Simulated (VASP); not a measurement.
# Cl (Pm-3m) in VASP: notebook

Runs on Cl. Level: PBEsol. Tasks: single point.

Everything below comes from runs of VASP 6.6.1. Logs are shortened: lines on timing, memory, paths and dates and some standing lists are left out, and cuts for length are marked.

## (1) The cell of the first run

It takes space group Pm-3m (No. 221, cubic). Conventional cell: a = 2.212 Å, b = 2.212 Å, c = 2.212 Å, α = 90.00°, β = 90.00°, γ = 90.00°. Within 2.9 Å of Cl (site symmetry m-3m) lie 6 Cl at 2.21 Å.

## (2) Single point, PBEsol

INCAR

```
PREC     = Accurate       # precision mode
ENCUT    = 520            # plane-wave cutoff, eV
EDIFF    = 1E-6           # SCF threshold, eV
ISMEAR   = 0              # smearing method
SIGMA    = 0.001          # smearing width, eV
LREAL    = False          # projectors in reciprocal space
LASPH    = True           # aspherical terms in the spheres
NELM     = 100            # most SCF steps
ALGO     = Normal         # electronic algorithm
ISIF     = 2              # what is computed and relaxed
LWAVE    = False          # write WAVECAR
LCHARG   = False          # write CHGCAR
GGA      = PS             # functional
NBANDS   = 10             # bands
```

KPOINTS

```
Automatic mesh
0
Gamma
  15 15 15
```

POSCAR

```
Cl
1.0
    2.2115069319      0.0000000000      0.0000000000
    0.0000000000      2.2115069319      0.0000000000
    0.0000000000      0.0000000000      2.2115069319
Cl
1
Direct
    0.0000000000      0.0000000000      0.0000000000
```

Potentials or basis: VASP PAW PBE potentials, release 64 (Cl).

The run is started by

```
$ cat potpaw_PBE.64/Cl/POTCAR > POTCAR
$ mpirun -np 1 vasp_std > vasp.out
```

OUTCAR:

```text
PREC = Accurate
   ENCUT = 520
   EDIFF = 1E-6
   ISMEAR = 0
   LREAL = False
   LASPH = True
   NELM = 100
   ISIF = 2
   GGA = PS

 ion  position               nearest neighbor table
   1  0.000  0.000  0.000-

  LATTYP: Found a simple cubic cell.
 ALAT       =     2.2115069319

  Lattice vectors:

 A1 = (   2.2115069319,   0.0000000000,   0.0000000000)
 A2 = (   0.0000000000,   2.2115069319,   0.0000000000)
 A3 = (   0.0000000000,   0.0000000000,   2.2115069319)

Analysis of symmetry for initial positions (statically):
=====================================================================
 Subroutine PRICEL returns:
 Original cell was already a primitive cell.

 Routine SETGRP: Setting up the symmetry group for a
 simple cubic supercell.

 Subroutine GETGRP returns: Found 48 space group operations
 (whereof 48 operations were pure point group operations)
 out of a pool of 48 trial point group operations.

The static configuration has the point symmetry O_h .

Analysis of symmetry for dynamics (positions and initial velocities):
=====================================================================
 Subroutine PRICEL returns:
 Original cell was already a primitive cell.

 Routine SETGRP: Setting up the symmetry group for a
 simple cubic supercell.

 Subroutine GETGRP returns: Found 48 space group operations
 (whereof 48 operations were pure point group operations)
 out of a pool of 48 trial point group operations.

The dynamic configuration has the point symmetry O_h .

 Subroutine INISYM returns: Found 48 space group operations
 (whereof 48 operations are pure point group operations),
 and found     1 'primitive' translations

----------------------------------------------------------------------------------------

                                     Primitive cell

  volume of cell :      10.8160

  direct lattice vectors                    reciprocal lattice vectors
     2.211506932  0.000000000  0.000000000     0.452180360  0.000000000  0.000000000
     0.000000000  2.211506932  0.000000000     0.000000000  0.452180360  0.000000000
     0.000000000  0.000000000  2.211506932     0.000000000  0.000000000  0.452180360

  length of vectors
     2.211506932  2.211506932  2.211506932     0.452180360  0.452180360  0.452180360

  position of ions in fractional coordinates (direct lattice)
     0.000000000  0.000000000  0.000000000
[... 73 lines left out ...]
   LASPH  =      T    aspherical Exc in radial PAW
   ENCUT  =  520.0 eV  38.22 Ry    6.18 a.u.   4.11  4.11  4.11*2*pi/ulx,y,z
   NELM   =    100;   NELMIN=  2; NELMDL= -5     # of ELM steps
   EDIFF  = 0.1E-05   stopping-criterion for ELM
   LREAL  =      F    real-space projection
   EDIFFG = 0.1E-04   stopping-criterion for IOM
   NSW    =      0    number of steps for IOM
   IBRION =     -1    ionic relax: 0-MD 1-quasi-New 2-CG
   NFREE  =      0    steps in history (QN), initial steepest desc. (CG)
   ISIF   =      2    stress and relaxation
   ISYM   =      2    0-nonsym 1-usesym 2-fastsym
   POTIM  = 0.5000    time-step for ionic-motion
   TEBEG  =    0.0;   TEEND  =   0.0 temperature during run
   PSTRESS=    0.0 pullay stress
   NELECT =       7.0000    total number of electrons
   NUPDOWN=      -1.0000    fix difference up-down
   EMIN   =  10.00;   EMAX   =-10.00  energy-range for DOS
   EFERMI =   0.00;   METHOD = LEGACY
   ISMEAR =     0;   SIGMA  =   0.00  broadening in eV -4-tet -1-fermi 0-gaus
   EFERMI_NEDOS =   21; number of points for ismear=-14 and -15
   IALGO  =     38    algorithm
   IMIX   =      4    mixing-type and parameters
     AMIX     =   0.40;   BMIX     =  1.00
     AMIX_MAG =   1.60;   BMIX_MAG =  1.00
  volume/ion in A,a.u.               =      10.82        72.99
  Fermi-wavevector in a.u.,A,eV,Ry     =   1.416074  2.675991 27.283285  2.005265
  Thomas-Fermi vector in A             =   2.537446
   LORBIT       =      0    0 simple, 1 ext, 2 COOP (PROOUT), +10 PAW based schemes
   GGA     = PS    functional components
   LHFCALC =     F    Hartree Fock is set to
   AEXX    =    0.0000 exact exchange contribution
   IVDW    =     0    specifies the selected vdW correction
   LEPSILON=     F    determine dielectric tensor
   LRPA    =     F    only Hartree local field effects (RPA)
 non-spin polarized calculation
 Gauss-broadening in eV      SIGMA  =   0.00
  energy-cutoff  :      520.00
  volume of cell :       10.82
 maximum number of plane-waves:       300
   NGX =  9   NGY =  9   NGZ =  9

 number of electron       7.0000001 magnetization

 Free energy of the ion-electron system (eV)
  ---------------------------------------------------
  ext. energy  EPLUGINS =         0.00000000
  ---------------------------------------------------
  free energy    TOTEN  =         1.38314286 eV

  energy without entropy =        1.38314642  energy(sigma->0) =        1.38314464

 E-fermi :  14.6091     XC(G=0): -13.0682

 val. band max:       14.6087859834   @ k =   0.3333   0.0667   0.0000
 cond. band min:      14.6696693010   @ k =   0.1333   0.1333   0.0000
 fundamental gap:      0.0608833176
 Fermi energy:        14.6091316005

 k-point     1 :       0.0000    0.0000    0.0000
  band No.  band energies     occupation
      1     -10.5971      2.00000
      2      14.0501      2.00000
      3      14.0501      2.00000
      4      14.0501      2.00000
      5      20.1898      0.00000
      6      20.1898      0.00000
      7      26.3549      0.00000
      8      40.6577      0.00000
      9      40.6577      0.00000
     10      40.6577      0.00000
[... 287 lines left out ...]
 k-point    24 :       0.3333    0.2000    0.0000
  band No.  band energies     occupation
      1      -6.9554      2.00000
      2       3.9909      2.00000
      3       9.9520      2.00000
      4      16.3376      0.00000
      5      23.2481      0.00000
      6      25.6512      0.00000
      7      32.0805      0.00000
      8      32.8306      0.00000
      9      35.9897      0.00000
     10      36.9971      0.00000

 [... further k-points ...]
[... 5 lines left out ...]
  --------------------------------------------------------------------------------------
  -------------------------------------------------------------------------------------
  Total       10.0831735     10.0831735     10.0831735     -0.0000000     -0.0000000      0.0000000
  in kB     1493.6295899   1493.6295899   1493.6295899     -0.0000000     -0.0000000      0.0000000
  external PRESSURE =    1493.6295899 kB  Pullay stress =       0.0000000 kB

 VOLUME and BASIS-vectors are now :
 -----------------------------------------------------------------------------
  energy-cutoff  :      520.00
  volume of cell :       10.82
      direct lattice vectors                 reciprocal lattice vectors
     2.211506932  0.000000000  0.000000000     0.452180360  0.000000000  0.000000000
     0.000000000  2.211506932  0.000000000     0.000000000  0.452180360  0.000000000
     0.000000000  0.000000000  2.211506932     0.000000000  0.000000000  0.452180360

 POSITION                                       TOTAL-FORCE (eV/Angst)
 -----------------------------------------------------------------------------------
      0.00000      0.00000      0.00000         0.000000      0.000000      0.000000
 -----------------------------------------------------------------------------------
    total drift:                                0.000000     -0.000000      0.000000

  FREE ENERGIE OF THE ION-ELECTRON SYSTEM (eV)
  ---------------------------------------------------
  free  energy   TOTEN  =         1.3831428617 eV

  energy  without entropy=        1.3831464220  energy(sigma->0) =        1.38314464
```

OSZICAR:

```text
N       E                     dE             d eps       ncg     rms          rms(c)
DAV:   1     0.168994542405E+02    0.16899E+02   -0.35221E+03  2528   0.572E+02
DAV:   2     0.168154798128E+01   -0.15218E+02   -0.14120E+02  3246   0.106E+02
DAV:   3     0.134025214227E+01   -0.34130E+00   -0.33940E+00  2856   0.120E+01
DAV:   4     0.133955582134E+01   -0.69632E-03   -0.69628E-03  2810   0.677E-01
DAV:   5     0.133955462738E+01   -0.11940E-05   -0.11948E-05  2842   0.267E-02    0.374E+01
DAV:   6     0.137303825663E+01    0.33484E-01   -0.30196E-02  2550   0.101E+00    0.220E+01
DAV:   7     0.138256205457E+01    0.95238E-02   -0.39709E-02  2564   0.118E+00    0.527E-01
DAV:   8     0.138314315107E+01    0.58110E-03   -0.16943E-03  2518   0.260E-01    0.523E-02
DAV:   9     0.138314353827E+01    0.38720E-06   -0.26825E-05  2764   0.394E-02    0.133E-02
DAV:  10     0.138314286173E+01   -0.67653E-06   -0.13312E-06  1738   0.779E-03
   1 F= 0.13831429E+01 E0= 0.13831446E+01  d E =-.356029E-05
```

It took 4.5 s on 1 thread of AMD EPYC 9R45 (Zen 5), shared host; peak memory 0.09 GiB.

What came out:

- Free energy: 1.3831 eV
- Pressure: 149.4 GPa

Caveat: the PAW data sets were made with another functional, which shifts forces and pressure a little; an odd number of electrons without spin polarisation forces a metal; a magnetic or distorted state may lie lower.

## (3) Single point, PBEsol (volume scaled by 0.6)

INCAR

```
SYSTEM = Cl
PREC = Accurate ; ENCUT = 520
EDIFF = 1E-6 ; ISMEAR = -1
SIGMA = 0.08 ; LREAL = .FALSE.
LASPH = .TRUE. ; NELM = 60
ALGO = Normal ; ISIF = 2
LWAVE = .FALSE. ; LCHARG = .FALSE.
GGA = PS ; NBANDS = 10
```

KPOINTS

```
regular mesh
0
G
  15 15 15
  0 0 0
```

POSCAR

```
Cl
1.0
    2.3500767920      0.0000000000      0.0000000000
    0.0000000000      2.3500767920      0.0000000000
    0.0000000000      0.0000000000      2.3500767920
Cl
1
Direct
    0.0000000000      0.0000000000      0.0000000000
```

Potentials or basis: VASP PAW PBE potentials, release 64 (Cl).

The run is started by

```
$ cat potpaw_PBE.64/Cl/POTCAR > POTCAR
$ mpirun -np 1 vasp_std > vasp.out
```

Run time: 7.2 s. Hardware: 1 thread of AMD EPYC 9R45 (Zen 5), shared host; peak memory 0.09 GiB.

The run converged. Its results:

| Quantity | Value |
| --- | --- |
| Free energy | -0.1215 eV |
| Pressure | 78.2 GPa |

Levels at points of the mesh, in eV from the Fermi level:
```csv
k point,band 1,band 2,band 3,band 4,band 5,band 6,band 7,band 8
"(0.00, 0.00, 0.00)",-22.21,-0.48,-0.48,-0.48,6.99,6.99,10.42,24.43
```

Caveat: the PAW data sets were made with another functional, which shifts forces and pressure a little; an odd number of electrons without spin polarisation forces a metal; a magnetic or distorted state may lie lower.
